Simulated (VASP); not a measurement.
# GaN (P6_3mc) in VASP: a series of runs

The runs below take GaN through single point, with r2SCAN.

Everything below comes from runs of VASP 6.6.1. Logs are shortened: lines on timing, memory, paths and dates and some standing lists are left out, and cuts for length are marked.

### 1 The cell of the first run

The structure is hexagonal, space group P6_3mc (No. 186). Conventional cell: a = 2.992 Å, b = 2.992 Å, c = 5.336 Å, α = 90.00°, β = 90.00°, γ = 120.00°. Within 2.5 Å of Ga (site symmetry 3m) lie 4 N at 1.88 to 1.92 Å. Within 2.5 Å of N (site symmetry 3m) lie 4 Ga at 1.88 to 1.92 Å.

### 2 Single point, r2SCAN (biaxial strain in the a-b plane: -6.0 %, then relaxed in part)

POSCAR

```
GaN
1.0
    2.9921110929      0.0000000000      0.0000000000
   -1.4960555464      2.5912442174      0.0000000000
    0.0000000000      0.0000000000      5.3357611976
Ga N
2 2
Direct
    0.6666666667      0.3333333333      0.5074754122
    0.3333333333      0.6666666667      1.0074754122
    0.6666666667      0.3333333333      0.8675245878
    0.3333333333      0.6666666667      0.3675245878
```

INCAR.step1

```
  PREC = Accurate
  ENCUT = 520
  ISMEAR = 0
  SIGMA = 0.02
  LREAL = False
  LASPH = True
  NELM = 80
  NBANDS = 26
  GGA = PE
  ALGO = Normal
  EDIFF = 1E-4
  LWAVE = True
  LCHARG = False
```

INCAR.step2

```
  PREC = Accurate
  ENCUT = 520
  EDIFF = 1E-7
  ISMEAR = 0
  SIGMA = 0.02
  LREAL = False
  LASPH = True
  NELM = 80
  ALGO = Normal
  ISIF = 2
  LWAVE = False
  LCHARG = True
  METAGGA = R2SCAN
  LMIXTAU = True
  LELF = True
  LVHAR = True
  NBANDS = 26
  ISTART = 1
```

KPOINTS

```
regular mesh
0
Gamma
  12 12 6
```

Potentials or basis: VASP PAW PBE potentials, release 64 (Ga_d, N).

The run is started by

```sh
cat potpaw_PBE.64/Ga_d/POTCAR potpaw_PBE.64/N/POTCAR > POTCAR
cp INCAR.step1 INCAR
mpirun -np 1 vasp_std > vasp.out
cp INCAR.step2 INCAR
mpirun -np 1 vasp_std > vasp.out
```

OUTCAR:

```text
PREC = Accurate
   ENCUT = 520
   EDIFF = 1E-7
   ISMEAR = 0
   LREAL = False
   LASPH = True
   NELM = 80
   ISIF = 2
   METAGGA = R2SCAN
   ISTART = 1

 ion  position               nearest neighbor table
   1  0.667  0.333  0.507-   4 1.88   4 1.88   4 1.88   3 1.92
   2  0.333  0.667  0.007-   3 1.88   3 1.88   3 1.88   4 1.92
   3  0.667  0.333  0.868-   2 1.88   2 1.88   2 1.88   1 1.92
   4  0.333  0.667  0.368-   1 1.88   1 1.88   1 1.88   2 1.92

  LATTYP: Found a hexagonal cell.
 ALAT       =     2.9921110929
 C/A-ratio  =     1.7832764332

  Lattice vectors:

 A1 = (   2.9921110929,   0.0000000000,   0.0000000000)
 A2 = (  -1.4960555464,   2.5912442174,   0.0000000000)
 A3 = (   0.0000000000,   0.0000000000,   5.3357611976)

Analysis of symmetry for initial positions (statically):
=====================================================================
 Subroutine PRICEL returns:
 Original cell was already a primitive cell.

 Routine SETGRP: Setting up the symmetry group for a
 hexagonal supercell.

 Subroutine GETGRP returns: Found 12 space group operations
 (whereof  6 operations were pure point group operations)
 out of a pool of 24 trial point group operations.

The static configuration has the point symmetry C_3v.
 The point group associated with its full space group is C_6v.

Analysis of symmetry for dynamics (positions and initial velocities):
=====================================================================
 Subroutine PRICEL returns:
 Original cell was already a primitive cell.

 Routine SETGRP: Setting up the symmetry group for a
 hexagonal supercell.

 Subroutine GETGRP returns: Found 12 space group operations
 (whereof  6 operations were pure point group operations)
 out of a pool of 24 trial point group operations.

The dynamic configuration has the point symmetry C_3v.
 The point group associated with its full space group is C_6v.

 Subroutine INISYM returns: Found 12 space group operations
 (whereof  6 operations are pure point group operations),
 and found     1 'primitive' translations

----------------------------------------------------------------------------------------

                                     Primitive cell

  volume of cell :      41.3697

  direct lattice vectors                    reciprocal lattice vectors
     2.992111093  0.000000000  0.000000000     0.334212190  0.192957498  0.000000000
    -1.496055546  2.591244217  0.000000000     0.000000000  0.385914995  0.000000000
     0.000000000  0.000000000  5.335761198     0.000000000  0.000000000  0.187414684

  length of vectors
     2.992111093  2.992111093  5.335761198     0.385914995  0.385914995  0.187414684

  position of ions in fractional coordinates (direct lattice)
     0.666666667  0.333333333  0.507475412
     0.333333333  0.666666667  0.007475412
     0.666666667  0.333333333  0.867524588
     0.333333333  0.666666667  0.367524588

  ion indices of the primitive-cell ions
   primitive index   ion index
                 1           1
                 2           2
                 3           3
                 4           4

----------------------------------------------------------------------------------------

 KPOINTS: regular mesh

Automatic generation of k-mesh.
 Grid dimensions read from file:
 generate k-points for:   12   12    6

 Generating k-lattice:

  Cartesian coordinates                     Fractional coordinates (reciprocal lattice)
     0.027851016  0.016079791  0.000000000     0.083333333  0.000000000  0.000000000
     0.000000000  0.032159583  0.000000000     0.000000000  0.083333333  0.000000000
     0.000000000  0.000000000  0.031235781     0.000000000  0.000000000  0.166666667

  Length of vectors
     0.032159583  0.032159583  0.031235781

  Shift w.r.t. Gamma in fractional coordinates (k-lattice)
     0.000000000  0.000000000  0.000000000

 Subroutine IBZKPT returns following result:
 ===========================================

 Found     76 irreducible k-points:

 Following reciprocal coordinates:
            Coordinates               Weight
  0.000000  0.000000  0.000000      1.000000
  0.083333  0.000000  0.000000      6.000000
  0.166667  0.000000  0.000000      6.000000
  0.250000  0.000000  0.000000      6.000000
  0.333333  0.000000  0.000000      6.000000
  0.416667  0.000000  0.000000      6.000000
[... 16 lines left out ...]
  0.250000  0.000000  0.166667     12.000000
  0.333333  0.000000  0.166667     12.000000
 [... further k-points ...]
   k-points           NKPTS =     76   k-points in BZ     NKDIM =     76   number of bands    NBANDS=     26
   number of dos      NEDOS =    301   number of ions     NIONS =      4
   total plane-waves  NPLWV =  23040
   dimension x,y,z NGX =    24 NGY =   24 NGZ =   40
   dimension x,y,z NGXF=    48 NGYF=   48 NGZF=   80
   ions per type =               2   2
   NGX,Y,Z   is equivalent  to a cutoff of  13.33, 13.33, 12.46 a.u.
   NGXF,Y,Z  is equivalent  to a cutoff of  26.67, 26.67, 24.93 a.u.
 SYSTEM =  unknown system
   PREC   = accura    normal or accurate (medium, high low for compatibility)
   ISTART =      1    job   : 0-new  1-cont  2-samecut
   ICHARG =      0    charge: 1-file 2-atom 10-const
   ISPIN  =      1    spin polarized calculation?
   LNONCOLLINEAR =      F non collinear calculations
   LSORBIT =      F    spin-orbit coupling
   LASPH  =      T    aspherical Exc in radial PAW
   ENCUT  =  520.0 eV  38.22 Ry    6.18 a.u.   5.56  5.56  9.92*2*pi/ulx,y,z
   NELM   =     80;   NELMIN=  2; NELMDL=  0     # of ELM steps
   EDIFF  = 0.1E-06   stopping-criterion for ELM
   LREAL  =      F    real-space projection
   EDIFFG = 0.1E-05   stopping-criterion for IOM
   NSW    =      0    number of steps for IOM
   IBRION =     -1    ionic relax: 0-MD 1-quasi-New 2-CG
   NFREE  =      0    steps in history (QN), initial steepest desc. (CG)
   ISIF   =      2    stress and relaxation
   ISYM   =      2    0-nonsym 1-usesym 2-fastsym
   POTIM  = 0.5000    time-step for ionic-motion
   TEBEG  =    0.0;   TEEND  =   0.0 temperature during run
   PSTRESS=    0.0 pullay stress
   NELECT =      36.0000    total number of electrons
   NUPDOWN=      -1.0000    fix difference up-down
   EMIN   =  10.00;   EMAX   =-10.00  energy-range for DOS
   EFERMI =   0.00;   METHOD = LEGACY
   ISMEAR =     0;   SIGMA  =   0.02  broadening in eV -4-tet -1-fermi 0-gaus
   EFERMI_NEDOS =   21; number of points for ismear=-14 and -15
   IALGO  =     38    algorithm
   IMIX   =      4    mixing-type and parameters
     AMIX     =   0.40;   BMIX     =  1.00
     AMIX_MAG =   1.60;   BMIX_MAG =  1.00
  volume/ion in A,a.u.               =      10.34        69.79
  Fermi-wavevector in a.u.,A,eV,Ry     =   1.562961  2.953568 33.236959  2.442848
  Thomas-Fermi vector in A             =   2.665803
   LORBIT       =      0    0 simple, 1 ext, 2 COOP (PROOUT), +10 PAW based schemes
   METAGGA = R2SCAN    functional components
   LHFCALC =     F    Hartree Fock is set to
   AEXX    =    0.0000 exact exchange contribution
   IVDW    =     0    specifies the selected vdW correction
   LEPSILON=     F    determine dielectric tensor
   LRPA    =     F    only Hartree local field effects (RPA)
 non-spin polarized calculation
 Gauss-broadening in eV      SIGMA  =   0.02
  energy-cutoff  :      520.00
  volume of cell :       41.37
 maximum number of plane-waves:      1147
 NGX is ok and might be reduce to    24
   NGX = 11   NGY = 11   NGZ = 19

 number of electron      36.0000017 magnetization

 Free energy of the ion-electron system (eV)
  ---------------------------------------------------
  ext. energy  EPLUGINS =         0.00000000
  ---------------------------------------------------
  free energy    TOTEN  =       -43.26741485 eV

  energy without entropy =      -43.26741485  energy(sigma->0) =      -43.26741485

 E-fermi :   6.6321     XC(G=0): -13.2504

 val. band max:        6.4634829872   @ k =   0.0000   0.0000   0.0000
 cond. band min:       8.7628435262   @ k =   0.0000   0.0000   0.0000
 fundamental gap:      2.2993605390
 Fermi energy:         6.6321108449

 k-point     1 :       0.0000    0.0000    0.0000
  band No.  band energies     occupation
      1     -11.4678      2.00000
      2     -10.2639      2.00000
      3      -7.8286      2.00000
      4      -7.7650      2.00000
      5      -7.7650      2.00000
      6      -7.6922      2.00000
[... 18 lines left out ...]
     25      20.1260      0.00000
     26      20.1260      0.00000

 k-point     2 :       0.0833    0.0000    0.0000
  band No.  band energies     occupation
      1     -11.3791      2.00000
      2     -10.2289      2.00000
      3      -7.8127      2.00000
      4      -7.7509      2.00000
      5      -7.7494      2.00000
      6      -7.6821      2.00000
[... 18 lines left out ...]
     25      19.5415      0.00000
     26      20.2463      0.00000

 k-point     3 :       0.1667    0.0000    0.0000
  band No.  band energies     occupation
      1     -11.1331      2.00000
      2     -10.1398      2.00000
      3      -7.7745      2.00000
      4      -7.7107      2.00000
      5      -7.7001      2.00000
      6      -7.6389      2.00000
[... 18 lines left out ...]
     25      18.8718      0.00000
     26      20.0851      0.00000

 k-point     4 :       0.2500    0.0000    0.0000
  band No.  band energies     occupation
      1     -10.7924      2.00000
      2     -10.0342      2.00000
      3      -7.7345      2.00000
      4      -7.6701      2.00000
      5      -7.6360      2.00000
      6      -7.5432      2.00000
[... 18 lines left out ...]
     25      19.1154      0.00000
     26      19.8196      0.00000

 k-point     5 :       0.3333    0.0000    0.0000
  band No.  band energies     occupation
      1     -10.4588      2.00000
      2      -9.9486      2.00000
      3      -7.7125      2.00000
      4      -7.6473      2.00000
      5      -7.5879      2.00000
      6      -7.4763      2.00000
[... 18 lines left out ...]
     25      19.3523      0.00000
     26      20.8343      0.00000

 k-point     6 :       0.4167    0.0000    0.0000
  band No.  band energies     occupation
      1     -10.2310      2.00000
      2      -9.8996      2.00000
      3      -7.7132      2.00000
      4      -7.6411      2.00000
      5      -7.5477      2.00000
      6      -7.4955      2.00000
[... 427 lines left out ...]
 k-point    21 :       0.0833    0.0000    0.1667
  band No.  band energies     occupation
      1     -11.2989      2.00000
      2     -10.2942      2.00000
      3      -7.7916      2.00000
      4      -7.7456      2.00000
      5      -7.7455      2.00000
      6      -7.6882      2.00000
[... 18 lines left out ...]
     25      19.3955      0.00000
     26      20.0126      0.00000

 k-point    22 :       0.1667    0.0000    0.1667
  band No.  band energies     occupation
      1     -11.0603      2.00000
      2     -10.1928      2.00000
      3      -7.7606      2.00000
      4      -7.7052      2.00000
      5      -7.6946      2.00000
      6      -7.6389      2.00000
[... 18 lines left out ...]
     25      18.7598      0.00000
     26      20.3338      0.00000

 k-point    23 :       0.2500    0.0000    0.1667
  band No.  band energies     occupation
      1     -10.7323      2.00000
      2     -10.0715      2.00000
      3      -7.7291      2.00000
      4      -7.6617      2.00000
      5      -7.6429      2.00000
      6      -7.5516      2.00000
[... 18 lines left out ...]
     25      18.7607      0.00000
     26      20.4232      0.00000

 k-point    24 :       0.3333    0.0000    0.1667
  band No.  band energies     occupation
      1     -10.4153      2.00000
      2      -9.9718      2.00000
      3      -7.7139      2.00000
      4      -7.6352      2.00000
      5      -7.6048      2.00000
      6      -7.4844      2.00000
[... 18 lines left out ...]
     25      18.8965      0.00000
     26      21.0409      0.00000

 [... further k-points ...]

------------------------ aborting loop because EDIFF is reached ----------------------------------------

  FORCE on cell =-STRESS in cart. coord.  units (eV):
  Direction    XX          YY          ZZ          XY          YZ          ZX
  --------------------------------------------------------------------------------------
  -------------------------------------------------------------------------------------
  Total        8.9797472      8.9797472      0.3639298      0.0000000      0.0000000      0.0000000
  in kB      347.7701062    347.7701062     14.0943724      0.0000000      0.0000000      0.0000000
  external PRESSURE =     236.5448616 kB  Pullay stress =       0.0000000 kB

 VOLUME and BASIS-vectors are now :
 -----------------------------------------------------------------------------
  energy-cutoff  :      520.00
  volume of cell :       41.37
      direct lattice vectors                 reciprocal lattice vectors
     2.992111093  0.000000000  0.000000000     0.334212190  0.192957498  0.000000000
    -1.496055546  2.591244217  0.000000000     0.000000000  0.385914995  0.000000000
     0.000000000  0.000000000  5.335761198     0.000000000  0.000000000  0.187414684

 POSITION                                       TOTAL-FORCE (eV/Angst)
 -----------------------------------------------------------------------------------
      1.49606      0.86375      2.70777         0.000000     -0.000000      0.038779
     -0.00000      1.72750      0.03989        -0.000000      0.000000      0.038779
      1.49606      0.86375      4.62890         0.000000      0.000000     -0.038779
     -0.00000      1.72750      1.96102         0.000000      0.000000     -0.038779
 -----------------------------------------------------------------------------------
    total drift:                                0.000002      0.000003      0.070078

  FREE ENERGIE OF THE ION-ELECTRON SYSTEM (eV)
  ---------------------------------------------------
  free  energy   TOTEN  =       -43.2674148461 eV

  energy  without entropy=      -43.2674148461  energy(sigma->0) =      -43.26741485
```

Run time: 3 min. Hardware: 1 thread of Intel Xeon Platinum 8488C (Sapphire Rapids), shared host; peak memory 0.21 GiB.

Results:

```yaml
Free_energy: -43.2674 eV
Pressure: 23.7 GPa
Largest_force: 0.039 eV/Å
Band_gap_on_the_k_mesh: 2.30 eV
```

Forces in eV/Å, atoms in the order of the input:
```
Ga   0.000  0.000  0.039
Ga   0.000  0.000  0.039
N    0.000  0.000 -0.039
N    0.000  0.000 -0.039
```

Levels at points of the mesh, in eV from the valence-band top:
| k point | band 14 | band 15 | band 16 | band 17 | band 18 | band 19 | band 20 | band 21 | band 22 | band 23 |
| --- | --- | --- | --- | --- | --- | --- | --- | --- | --- | --- |
| (0.00, 0.00, 0.00) | -0.96 | -0.96 | -0.84 | 0.00 | 0.00 | 2.30 | 6.30 | 9.52 | 10.61 | 11.87 |
| (0.50, 0.00, 0.00) | -6.15 | -5.15 | -3.06 | -2.93 | -1.22 | 5.60 | 6.24 | 6.48 | 9.43 | 10.97 |
| (0.00, 0.00, 0.50) | -5.11 | -0.49 | -0.49 | -0.49 | -0.49 | 5.38 | 5.38 | 9.19 | 9.19 | 12.39 |
| (0.50, 0.00, 0.50) | -7.43 | -2.92 | -2.92 | -2.14 | -2.14 | 4.50 | 4.50 | 8.87 | 8.87 | 10.90 |

Caveat: the cell differs from its parent crystal (biaxial strain in the a-b plane: -6.0 %, then relaxed in part); the cell stands under pressure; the PAW data sets were made with another functional, which shifts forces and pressure a little. A k mesh can miss the band edges.

### 3 Single point, r2SCAN

POSCAR is that of step 2.

INCAR.step1

```
SYSTEM = GaN
PREC = Accurate ; ENCUT = 520
ISMEAR = 0 ; SIGMA = 0.02
LREAL = .FALSE. ; LASPH = .TRUE.
NELM = 100 ; NBANDS = 26
GGA = PE ; ALGO = Normal
EDIFF = 1E-4 ; LWAVE = .TRUE.
LCHARG = .FALSE.
```

INCAR.step2

```
SYSTEM = GaN
PREC = Accurate ; ENCUT = 520
EDIFF = 1E-7 ; ISMEAR = 0
SIGMA = 0.02 ; LREAL = .FALSE.
LASPH = .TRUE. ; NELM = 100
ALGO = Normal ; ISIF = 2
LWAVE = .FALSE. ; LCHARG = .TRUE.
METAGGA = R2SCAN ; LMIXTAU = .TRUE.
LELF = .TRUE. ; LVHAR = .TRUE.
NBANDS = 26 ; ISTART = 1
```

KPOINTS

```
regular mesh
0
G
  12 12 6
  0 0 0
```

Potentials or basis: VASP PAW PBE potentials, release 64 (Ga_d, N).

The run is started by

```sh
cat potpaw_PBE.64/Ga_d/POTCAR potpaw_PBE.64/N/POTCAR > POTCAR
cp INCAR.step1 INCAR
mpirun -np 1 vasp_std > vasp.out
cp INCAR.step2 INCAR
mpirun -np 1 vasp_std > vasp.out
```

Run time: 2.9 min. Hardware: 1 thread of Intel Xeon Platinum 8488C (Sapphire Rapids), shared host; peak memory 0.21 GiB.

Results (log left out):

```yaml
Free_energy: -43.2674 eV
Pressure: 23.7 GPa
Largest_force: 0.039 eV/Å
Band_gap_on_the_k_mesh: 2.30 eV
```

Forces on the atoms (eV/Å):
```
Ga   0.000  0.000  0.039
Ga   0.000  0.000  0.039
N    0.000  0.000 -0.039
N    0.000  0.000 -0.039
```

Stress tensor (GPa, compression positive):
```
34.78  0.00  0.00
 0.00 34.78  0.00
 0.00  0.00  1.41
```

Levels at points of the mesh, in eV from the valence-band top:
| k point | band 16 | band 17 | band 18 | band 19 | band 20 | band 21 |
| --- | --- | --- | --- | --- | --- | --- |
| (0.00, 0.00, 0.00) | -0.84 | 0.00 | 0.00 | 2.30 | 6.30 | 9.52 |
| (0.50, 0.00, 0.00) | -3.06 | -2.93 | -1.22 | 5.60 | 6.24 | 6.48 |
| (0.00, 0.00, 0.50) | -0.49 | -0.49 | -0.49 | 5.38 | 5.38 | 9.19 |
| (0.50, 0.00, 0.50) | -2.92 | -2.14 | -2.14 | 4.50 | 4.50 | 8.87 |

Caveat: the cell stands under pressure; the PAW data sets were made with another functional, which shifts forces and pressure a little. A k mesh can miss the band edges.
